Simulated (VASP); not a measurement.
Crystal: BN.

```
B N
1.0
     0.00000    1.80483    1.80483
     1.80483    0.00000    1.80483
     1.80483    1.80483    0.00000
B N
1 1
Direct
  0.00000 0.00000 0.00000
  0.25000 0.25000 0.25000
```

Base run:

| Property | Result |
| --- | --- |
| Program | VASP 6.6.1 |
| Functional | PBEsol |
| Potentials or basis | VASP PAW PBE potentials, release 64 (B, N) |
| Cutoff | 520 eV |
| k mesh | 8 × 8 × 8 |
| Occupations | gaussian, width 0.01 eV |
| Spin | no spin polarisation |

Its results: band gap on the k mesh 4.28 eV, indirect (least direct gap 8.78 eV); pressure -0.6 GPa.

**Question.** The run is repeated on the same cell with these changes: functional from PBEsol to r2SCAN; cutoff from 520 eV to 660 eV. What comes out?

**Answer.** Band gap on the k mesh 4.98 eV, indirect (least direct gap 9.55 eV); pressure 1.2 GPa.

r2SCAN gives the wider gap, since meta-GGAs in the generalised Kohn-Sham scheme recover part of the derivative discontinuity.

Caveats: the PAW data sets were made with another functional, which shifts forces and pressure a little.

A k mesh can miss the band edges.
